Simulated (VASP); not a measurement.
InB2As3:

```xyz
6
Lattice="3.4079 0.0000 0.0000 0.0000 3.4079 0.0000 0.0000 0.0000 8.7764" Properties=species:S:1:pos:R:3 pbc="T T T"
In    0.0000    0.0000    4.3882
B     1.7039    1.7039    3.5894
B     1.7039    1.7039    5.1871
As    0.0000    0.0000    7.2118
As    0.0000    0.0000    1.5646
As    1.7039    1.7039    0.0000
```

- Program: VASP 6.6.1
- Task: relaxation of cell and atoms
- Functional: PBE
- Potentials or basis: VASP PAW PBE potentials, release 64 (In_d, B, As)
- Cutoff: 600 eV
- k mesh: 6 × 6 × 2
- Occupations: gaussian, width 0.1 eV
- Spin: no spin polarisation

At the start: pressure 0.6 GPa; volume 16.99 Å³/atom.

Q: Where does the relaxation end?

A: Over 14 steps the energy falls by 9.1 meV/atom and the volume is 17.11 Å³/atom (+0.7 %); space group P4/mmm (No. 123, to 0.05 Å).

The path:
```csv
step,energy change (eV),largest force (eV/Å),pressure (GPa),volume (Å³)
1,0.0000,0.2033,0.60,101.93
2,-0.0302,0.1149,-0.32,102.85
3,-0.0390,0.1040,-1.01,103.67
4,-0.0470,0.1727,0.27,102.03
5,-0.0470,0.1770,0.31,101.98
6,-0.0491,0.1368,0.26,101.75
7,-0.0492,0.0763,0.27,101.79
8,-0.0516,0.0795,0.07,102.17
9,-0.0534,0.0752,-0.26,102.90
10,-0.0534,0.0805,-0.20,102.76
11,-0.0541,0.0947,0.22,102.53
12,-0.0542,0.0513,0.10,102.60
13,-0.0548,0.0472,0.07,102.67
14,-0.0548,0.0254,0.08,102.65
```

Final structure:
```yaml
crystal:
  lattice:
    - [3.49310, 0.00000, 0.00000]
    - [0.00000, 3.49310, 0.00000]
    - [0.00000, 0.00000, 8.41283]
  atoms:
    - { symbol: In, position: [0.00000, 0.00000, 0.50000] }
    - { symbol: B, position: [0.50000, 0.50000, 0.40464] }
    - { symbol: B, position: [0.50000, 0.50000, 0.59536] }
    - { symbol: As, position: [0.00000, 0.00000, 0.82874] }
    - { symbol: As, position: [0.00000, 0.00000, 0.17126] }
    - { symbol: As, position: [0.50000, 0.50000, 0.00000] }
```
